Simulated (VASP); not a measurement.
# Hf3B2 (P-3m1) in VASP: notebook

The runs below take Hf3B2 through single point, relaxation of cell and atoms, with PBE.

All numbers are computed with VASP 6.6.1; they aren't measurements. Logs are shortened: lines on timing, memory, paths and dates and some standing lists are left out, and cuts for length are marked.

### 1 The cell of the first run

Symmetry: P-3m1, No. 164, trigonal system. Conventional cell: a = 3.458 Å, b = 3.458 Å, c = 7.877 Å, α = 90.00°, β = 90.00°, γ = 120.00°. Within 3.1 Å of Hf (site symmetry 3m) lie 3 B at 2.33 Å. Within 3.5 Å of Hf (site symmetry -3m) lie 6 B at 2.46 Å and 12 Hf at 3.30 to 3.46 Å. B (site symmetry 3m) has 6 Hf at 2.33 to 2.46 Å within 3.1 Å.

The cell was built from a structure type or drawn by symmetry, and may not be a known phase.

### 2 Single point, PBE

Input file INCAR:

```
SYSTEM = Hf3B2
  ALGO = Fast
  EDIFF = 1E-6
  ENCUT = 520
  GGA = PE
  ISIF = 2
  ISMEAR = 0
  LASPH = .TRUE.
  LCHARG = .FALSE.
  LREAL = .FALSE.
  LWAVE = .FALSE.
  NBANDS = 26
  NELM = 60
  PREC = Accurate
  SIGMA = 0.1
```

Input file KPOINTS:

```
k-points
0
G
  12 12 8
  0 0 0
```

Input file POSCAR:

```
Hf3B2
1.0
    3.4582526717      0.0000000000      0.0000000000
   -1.7291263359      2.9949346664      0.0000000000
    0.0000000000      0.0000000000      7.8772421478
Hf B
3 2
Direct
    0.6666666667      0.3333333333      0.3335945928
    0.3333333333      0.6666666667      0.6664054072
    0.0000000000      0.0000000000      0.0000000000
    0.6666666667      0.3333333333      0.8178648613
    0.3333333333      0.6666666667      0.1821351387
```

Potentials or basis: VASP PAW PBE potentials, release 64 (Hf_pv, B).

Launch:

```console
cat potpaw_PBE.64/Hf_pv/POTCAR potpaw_PBE.64/B/POTCAR > POTCAR
mpirun -np 1 vasp_std > vasp.out
```

OUTCAR:

```text
SYSTEM = Hf3B2
   EDIFF = 1E-6
   ENCUT = 520
   GGA = PE
   ISIF = 2
   ISMEAR = 0
   LASPH = .TRUE.
   LREAL = .FALSE.
   NELM = 60
   PREC = Accurate

 ion  position               nearest neighbor table
   1  0.667  0.333  0.334-   5 2.33   5 2.33   5 2.33   2 3.30   2 3.30   2 3.30   3 3.30   3 3.30
                             3 3.30
   2  0.333  0.667  0.666-   4 2.33   4 2.33   4 2.33   1 3.30   1 3.30   1 3.30   3 3.30   3 3.30
                             3 3.30
   3  0.000  0.000  0.000-   4 2.46   5 2.46   4 2.46   5 2.46   4 2.46   5 2.46   1 3.30   2 3.30
                             2 3.30   1 3.30   1 3.30   2 3.30
   4  0.667  0.333  0.818-   2 2.33   2 2.33   2 2.33   3 2.46   3 2.46   3 2.46
   5  0.333  0.667  0.182-   1 2.33   1 2.33   1 2.33   3 2.46   3 2.46   3 2.46

  LATTYP: Found a hexagonal cell.
 ALAT       =     3.4582526717
 C/A-ratio  =     2.2778098929

  Lattice vectors:

 A1 = (   3.4582526717,   0.0000000000,   0.0000000000)
 A2 = (  -1.7291263359,   2.9949346664,   0.0000000000)
 A3 = (   0.0000000000,   0.0000000000,   7.8772421478)

Analysis of symmetry for initial positions (statically):
=====================================================================
 Subroutine PRICEL returns:
 Original cell was already a primitive cell.

 Routine SETGRP: Setting up the symmetry group for a
 hexagonal supercell.

 Subroutine GETGRP returns: Found 12 space group operations
 (whereof 12 operations were pure point group operations)
 out of a pool of 24 trial point group operations.

The static configuration has the point symmetry D_3d.

Analysis of symmetry for dynamics (positions and initial velocities):
=====================================================================
 Subroutine PRICEL returns:
 Original cell was already a primitive cell.

 Routine SETGRP: Setting up the symmetry group for a
 hexagonal supercell.

 Subroutine GETGRP returns: Found 12 space group operations
 (whereof 12 operations were pure point group operations)
 out of a pool of 24 trial point group operations.

The dynamic configuration has the point symmetry D_3d.

 Subroutine INISYM returns: Found 12 space group operations
 (whereof 12 operations are pure point group operations),
 and found     1 'primitive' translations
[... 98 lines left out ...]
   LASPH  =      T    aspherical Exc in radial PAW
   ENCUT  =  520.0 eV  38.22 Ry    6.18 a.u.   6.43  6.43 14.65*2*pi/ulx,y,z
   NELM   =     60;   NELMIN=  2; NELMDL= -5     # of ELM steps
   EDIFF  = 0.1E-05   stopping-criterion for ELM
   LREAL  =      F    real-space projection
   EDIFFG = 0.1E-04   stopping-criterion for IOM
   NSW    =      0    number of steps for IOM
   IBRION =     -1    ionic relax: 0-MD 1-quasi-New 2-CG
   NFREE  =      0    steps in history (QN), initial steepest desc. (CG)
   ISIF   =      2    stress and relaxation
   ISYM   =      2    0-nonsym 1-usesym 2-fastsym
   POTIM  = 0.5000    time-step for ionic-motion
   TEBEG  =    0.0;   TEEND  =   0.0 temperature during run
   PSTRESS=    0.0 pullay stress
   NELECT =      36.0000    total number of electrons
   NUPDOWN=      -1.0000    fix difference up-down
   EMIN   =  10.00;   EMAX   =-10.00  energy-range for DOS
   EFERMI =   0.00;   METHOD = LEGACY
   ISMEAR =     0;   SIGMA  =   0.10  broadening in eV -4-tet -1-fermi 0-gaus
   EFERMI_NEDOS =   21; number of points for ismear=-14 and -15
   IALGO  =     68    algorithm
   IMIX   =      4    mixing-type and parameters
     AMIX     =   0.40;   BMIX     =  1.00
     AMIX_MAG =   1.60;   BMIX_MAG =  1.00
  volume/ion in A,a.u.               =      16.32       110.11
  Fermi-wavevector in a.u.,A,eV,Ry     =   1.246339  2.355240 21.134764  1.553361
  Thomas-Fermi vector in A             =   2.380521
   LORBIT       =      0    0 simple, 1 ext, 2 COOP (PROOUT), +10 PAW based schemes
   GGA     = PE    functional components
   LHFCALC =     F    Hartree Fock is set to
   AEXX    =    0.0000 exact exchange contribution
   IVDW    =     0    specifies the selected vdW correction
   LEPSILON=     F    determine dielectric tensor
   LRPA    =     F    only Hartree local field effects (RPA)
 non-spin polarized calculation
 RMM-DIIS sequential band-by-band and
 Gauss-broadening in eV      SIGMA  =   0.10
  energy-cutoff  :      520.00
  volume of cell :       81.59
 maximum number of plane-waves:      2226
 NGX is ok and might be reduce to    28
   NGX = 13   NGY = 13   NGZ = 29

 number of electron      35.9999997 magnetization

 Free energy of the ion-electron system (eV)
  ---------------------------------------------------
  ext. energy  EPLUGINS =         0.00000000
  ---------------------------------------------------
  free energy    TOTEN  =       -45.10855972 eV

  energy without entropy =      -45.09032501  energy(sigma->0) =      -45.09944237

 E-fermi :   4.3489     XC(G=0): -11.3488

 val. band max:        4.3457184793   @ k =   0.5000  -0.0000   0.2500
 cond. band min:       4.3518345746   @ k =   0.4167   0.0833   0.5000
 fundamental gap:      0.0061160953
 Fermi energy:         4.3489345711

 k-point     1 :       0.0000    0.0000    0.0000
  band No.  band energies     occupation
      1     -25.9317      2.00000
      2     -25.7375      2.00000
      3     -25.5706      2.00000
      4     -25.5706      2.00000
      5     -25.5269      2.00000
      6     -25.5269      2.00000
[... 685 lines left out ...]
     25       8.1222      0.00000
     26       9.6214      0.00000

 [... further k-points ...]

------------------------ aborting loop because EDIFF is reached ----------------------------------------

  FORCE on cell =-STRESS in cart. coord.  units (eV):
  Direction    XX          YY          ZZ          XY          YZ          ZX
  --------------------------------------------------------------------------------------
  -------------------------------------------------------------------------------------
  Total       -0.0933269     -0.0933269     -0.1498700      0.0000000      0.0000000      0.0000000
  in kB       -1.8327335     -1.8327335     -2.9431129      0.0000000      0.0000000      0.0000000
  external PRESSURE =      -2.2028600 kB  Pullay stress =       0.0000000 kB

 VOLUME and BASIS-vectors are now :
 -----------------------------------------------------------------------------
  energy-cutoff  :      520.00
  volume of cell :       81.59
      direct lattice vectors                 reciprocal lattice vectors
     3.458252672  0.000000000  0.000000000     0.289163371  0.166948550  0.000000000
    -1.729126336  2.994934666  0.000000000     0.000000000  0.333897100  0.000000000
     0.000000000  0.000000000  7.877242148     0.000000000  0.000000000  0.126947983

 POSITION                                       TOTAL-FORCE (eV/Angst)
 -----------------------------------------------------------------------------------
      1.72913      0.99831      2.62781        -0.000000      0.000000     -0.034326
     -0.00000      1.99662      5.24944        -0.000000      0.000000      0.034326
      0.00000      0.00000      0.00000         0.000000      0.000000      0.000000
      1.72913      0.99831      6.44252         0.000000     -0.000000     -0.018537
     -0.00000      1.99662      1.43472        -0.000000      0.000000      0.018537
 -----------------------------------------------------------------------------------
    total drift:                                0.000000     -0.000000     -0.000000

  FREE ENERGIE OF THE ION-ELECTRON SYSTEM (eV)
  ---------------------------------------------------
  free  energy   TOTEN  =       -45.1085597228 eV

  energy  without entropy=      -45.0903250099  energy(sigma->0) =      -45.09944237
```

stdout:

```text
POSCAR found type information on POSCAR HfB
 POSCAR found :  2 types and       5 ions
 scaLAPACK will be used
 LDA part: xc-table for (Slater+PW92), standard interpolation
 POSCAR, INCAR and KPOINTS ok, starting setup
 FFT: planning ... GRIDC
 FFT: planning ... GRID_SOFT
 FFT: planning ... GRID
 WAVECAR not read
 entering main loop
```

Wall time 2.4 min (1 thread of Intel Xeon 6975P-C (Granite Rapids), shared host); peak memory 0.37 GiB.

Results:

- Free energy: -45.1086 eV
- Pressure: -0.2 GPa
- Largest force: 0.034 eV/Å
- Band gap on the k mesh: zero (bands 18 and 19 overlap by 0.79 eV)

Forces in eV/Å, atoms in the order of the input:
```
Hf   0.000  0.000 -0.034
Hf   0.000  0.000  0.034
Hf   0.000  0.000  0.000
B    0.000  0.000 -0.019
B    0.000  0.000  0.019
```

Stress tensor (GPa, compression positive):
```
-0.18  0.00  0.00
 0.00 -0.18  0.00
 0.00  0.00 -0.29
```

Caveat: spin-orbit coupling is left out, which moves the levels of the heavy elements.

### 3 Relaxation of cell and atoms, PBE

This run uses another cell than the first one, of 15.73 Å³/atom.

Input file INCAR:

```
SYSTEM = Hf3B2
PREC = Accurate ; ENCUT = 600
EDIFF = 1E-6 ; ISMEAR = 0
SIGMA = 0.1 ; LREAL = .False.
LASPH = .True. ; NELM = 100
ALGO = Fast ; ISIF = 3
LWAVE = .False. ; LCHARG = .False.
GGA = PE ; IBRION = 2
NSW = 100 ; EDIFFG = -0.01
```

Input file KPOINTS:

```
regular mesh
0
Gamma
  12 12 8
  0 0 0
```

Input file POSCAR:

```
Hf3B2
1.0
    4.0674191006      0.0000000000      0.0000000000
   -2.0337095503      3.5224882690      0.0000000000
    0.0000000000      0.0000000000      5.4904585677
Hf B
3 2
Direct
    0.6666666667      0.3333333333      0.3292330527
    0.3333333333      0.6666666667      0.6707669473
    0.0000000000      0.0000000000      0.0000000000
    0.6666666667      0.3333333333      0.7914613855
    0.3333333333      0.6666666667      0.2085386145
```

Potentials or basis: VASP PAW PBE potentials, release 64 (Hf_pv, B).

Launch:

```console
cat potpaw_PBE.64/Hf_pv/POTCAR potpaw_PBE.64/B/POTCAR > POTCAR
mpirun -np 1 vasp_std > vasp.out
```

OUTCAR:

```text
SYSTEM = Hf3B2
   PREC = Accurate
   ENCUT = 600
   EDIFF = 1E-6
   ISMEAR = 0
   LREAL = .False.
   LASPH = .True.
   NELM = 100
   ISIF = 3
   GGA = PE
   IBRION = 2
   NSW = 100
   EDIFFG = -0.01

 ion  position               nearest neighbor table
   1  0.667  0.333  0.329-   5 2.44   5 2.44   5 2.44   4 2.54   4 2.95   3 2.96   3 2.96   3 2.96
                             2 3.01   2 3.01   2 3.01
   2  0.333  0.667  0.671-   4 2.44   4 2.44   4 2.44   5 2.54   5 2.95   3 2.96   3 2.96   3 2.96
                             1 3.01   1 3.01   1 3.01
   3  0.000  0.000  0.000-   4 2.61   5 2.61   4 2.61   5 2.61   4 2.61   5 2.61   1 2.96   2 2.96
                             2 2.96   1 2.96   1 2.96   2 2.96
   4  0.667  0.333  0.791-   2 2.44   2 2.44   2 2.44   1 2.54   3 2.61   3 2.61   3 2.61   1 2.95

   5  0.333  0.667  0.209-   1 2.44   1 2.44   1 2.44   2 2.54   3 2.61   3 2.61   3 2.61   2 2.95

  LATTYP: Found a hexagonal cell.
 ALAT       =     4.0674191006
 C/A-ratio  =     1.3498630045

  Lattice vectors:

 A1 = (   4.0674191006,   0.0000000000,   0.0000000000)
 A2 = (  -2.0337095503,   3.5224882690,   0.0000000000)
 A3 = (   0.0000000000,   0.0000000000,   5.4904585677)

Analysis of symmetry for initial positions (statically):
=====================================================================
 Subroutine PRICEL returns:
 Original cell was already a primitive cell.

 Routine SETGRP: Setting up the symmetry group for a
 hexagonal supercell.

 Subroutine GETGRP returns: Found 12 space group operations
 (whereof 12 operations were pure point group operations)
 out of a pool of 24 trial point group operations.

The static configuration has the point symmetry D_3d.

Analysis of symmetry for dynamics (positions and initial velocities):
=====================================================================
 Subroutine PRICEL returns:
 Original cell was already a primitive cell.
[... 155 lines left out ...]

 number of electron      36.0000000 magnetization

 Free energy of the ion-electron system (eV)
  ---------------------------------------------------
  ext. energy  EPLUGINS =         0.00000000
  ---------------------------------------------------
  free energy    TOTEN  =       -44.04904632 eV

  energy without entropy =      -44.04151731  energy(sigma->0) =      -44.04528181

------------------------ aborting loop because EDIFF is reached ----------------------------------------

  FORCE on cell =-STRESS in cart. coord.  units (eV):
  Direction    XX          YY          ZZ          XY          YZ          ZX
  --------------------------------------------------------------------------------------
  -------------------------------------------------------------------------------------
  Total       -0.2802789     -0.2802789     -0.0866034      0.0000000     -0.0000000      0.0000000
  in kB       -5.7085241     -5.7085241     -1.7638767      0.0000000     -0.0000000      0.0000000
  external PRESSURE =      -4.3936416 kB  Pullay stress =       0.0000000 kB
[... 98 lines left out ...]
  FREE ENERGIE OF THE ION-ELECTRON SYSTEM (eV)
  ---------------------------------------------------
  free  energy   TOTEN  =       -44.0494739067 eV

  energy  without entropy=      -44.0419922505  energy(sigma->0) =      -44.04573308

[... ionic steps 4 to 35 ...]

--------------------------------------- Ionic step       36  -------------------------------------------

 number of electron      36.0000007 magnetization

------------------------ aborting loop because EDIFF is reached ----------------------------------------
[... 73 lines left out ...]
--------------------------------------- Ionic step       38  -------------------------------------------

 number of electron      36.0000009 magnetization

 Free energy of the ion-electron system (eV)
  ---------------------------------------------------
  ext. energy  EPLUGINS =         0.00000000
  ---------------------------------------------------
  free energy    TOTEN  =       -45.09951983 eV

  energy without entropy =      -45.08135317  energy(sigma->0) =      -45.09043650

 E-fermi :   4.3645     XC(G=0): -11.3622

 val. band max:        4.3621469772   @ k =   0.1667   0.0000   0.3750
 cond. band min:       4.3653179493   @ k =   0.0833   0.0000   0.2500
 fundamental gap:      0.0031709721
 Fermi energy:         4.3644558100

 k-point     1 :       0.0000    0.0000    0.0000
  band No.  band energies     occupation
      1     -25.9037      2.00000
      2     -25.7045      2.00000
      3     -25.5399      2.00000
      4     -25.5399      2.00000
      5     -25.4936      2.00000
      6     -25.4936      2.00000
[... 589 lines left out ...]
     21       6.0836      0.00000
     22       6.9394      0.00000

 [... further k-points ...]

------------------------ aborting loop because EDIFF is reached ----------------------------------------

  FORCE on cell =-STRESS in cart. coord.  units (eV):
  Direction    XX          YY          ZZ          XY          YZ          ZX
  --------------------------------------------------------------------------------------
  -------------------------------------------------------------------------------------
  Total        0.0322548      0.0322548      0.0492814      0.0000000     -0.0000000      0.0000000
  in kB        0.6352045      0.6352045      0.9705151      0.0000000     -0.0000000      0.0000000
  external PRESSURE =       0.7469747 kB  Pullay stress =       0.0000000 kB
[... 20 lines left out ...]
  FREE ENERGIE OF THE ION-ELECTRON SYSTEM (eV)
  ---------------------------------------------------
  free  energy   TOTEN  =       -45.0995198324 eV

  energy  without entropy=      -45.0813531720  energy(sigma->0) =      -45.09043650

 reached required accuracy - stopping structural energy minimisation
```

OSZICAR:

```text
N       E                     dE             d eps       ncg     rms          rms(c)
DAV:   1     0.141706182292E+03    0.14171E+03   -0.21402E+04  5772   0.173E+03
DAV:   2    -0.389656095854E+02   -0.18067E+03   -0.17651E+03  6656   0.368E+02
DAV:   3    -0.492262162931E+02   -0.10261E+02   -0.10030E+02  7828   0.546E+01
[... 429 lines left out ...]
  37 F= -.45099515E+02 E0= -.45090445E+02  d E =-.803774E-03
       N       E                     dE             d eps       ncg     rms          rms(c)
DAV:   1    -0.450995140713E+02    0.93328E-06   -0.21608E-03  7060   0.320E-01    0.426E-02
RMM:   2    -0.450995189158E+02   -0.48444E-05   -0.73351E-05  6546   0.634E-02    0.176E-02
RMM:   3    -0.450995197619E+02   -0.84614E-06   -0.13963E-05  7234   0.253E-02    0.139E-02
RMM:   4    -0.450995198324E+02   -0.70512E-07   -0.12716E-06  3603   0.745E-03
  38 F= -.45099520E+02 E0= -.45090437E+02  d E =-.809026E-03
```

It took 43 min on 1 thread of Intel Xeon 6975P-C (Granite Rapids), shared host; peak memory 0.43 GiB.

Results:

```
Free energy                           : -45.0995 eV
Relaxed volume                        : 16.27 Å³/atom
Relaxed cell                          : a = 3.463 Å, b = 3.463 Å, c = 7.835 Å, α = 90.00°, β = 90.00°, γ = 120.00°
Space group after relaxing (to 0.1 Å) : P-3m1 (No. 164)
Energy gained by relaxing             : 210.1 meV/atom
Ionic steps                           : 38
Pressure after relaxing               : 0.1 GPa
Largest force after relaxing          : 0.007 eV/Å
Band gap on the k mesh                : zero (bands 18 and 19 overlap by 1.64 eV)
```

Forces in eV/Å, atoms in the order of the input:
```
Hf   0.000  0.000 -0.001
Hf   0.000  0.000  0.001
Hf   0.000  0.000  0.000
B    0.000  0.000 -0.007
B    0.000  0.000  0.007
```

The path:
```csv
step,energy change (eV),largest force (eV/Å),pressure (GPa),volume (Å³)
1,0.0000,0.0051,-0.44,78.66
2,-0.0001,0.0286,0.54,78.17
3,-0.0004,0.0174,0.06,78.40
4,-0.0006,0.0152,0.07,78.41
5,-0.0011,0.0088,0.07,78.43
6,-0.0019,0.0273,0.07,78.46
7,-0.0040,0.0642,0.10,78.51
8,-0.0178,0.1411,0.21,78.57
9,-0.1109,0.4298,0.56,78.47
10,-0.3674,1.5238,2.82,77.53
11,0.8516,5.8864,13.30,72.95
12,-0.3134,2.6668,3.93,76.95
13,-0.3030,3.0136,4.58,76.65
14,-0.2964,3.1193,4.76,76.55
15,-0.3070,3.0905,4.73,76.59
16,-0.3381,3.0063,4.47,76.71
17,-0.3979,2.8394,4.05,76.95
18,-0.5074,2.5081,3.24,77.43
19,-0.6859,1.8534,1.73,78.40
20,-0.8845,0.6221,-0.80,80.34
21,-0.9094,0.3213,-1.70,81.27
22,-0.9097,0.3540,-1.80,81.39
23,-0.9235,0.3799,-1.10,81.02
24,-0.9493,0.4582,1.13,79.93
25,-0.9277,0.6309,6.17,77.73
26,-0.9533,0.5052,2.52,79.29
27,-0.9668,0.4721,2.16,79.44
28,-0.9963,0.3691,1.13,79.89
29,-1.0111,0.5469,-0.60,80.72
30,-1.0124,0.4432,-0.23,80.54
31,-1.0231,0.3922,-0.08,80.59
32,-1.0439,0.2222,0.36,80.73
33,-1.0265,0.3872,1.48,80.98
34,-1.0472,0.1265,0.65,80.80
35,-1.0497,0.0982,-0.38,81.45
36,-1.0497,0.0972,-0.32,81.45
37,-1.0505,0.0090,0.10,81.35
38,-1.0505,0.0071,0.07,81.36
```

Final structure:
```
Hf B
1.0
     3.46274    0.00000    0.00000
    -1.73137    2.99882    0.00000
     0.00000    0.00000    7.83468
Hf B
3 2
Direct
  0.66667 0.33333 0.33399
  0.33333 0.66667 0.66601
  0.00000 0.00000 0.00000
  0.66667 0.33333 0.81717
  0.33333 0.66667 0.18283
```

Caveat: a cell axis changed by over 15 % at a fixed basis, so the end point is rough; spin-orbit coupling is left out, which moves the levels of the heavy elements.
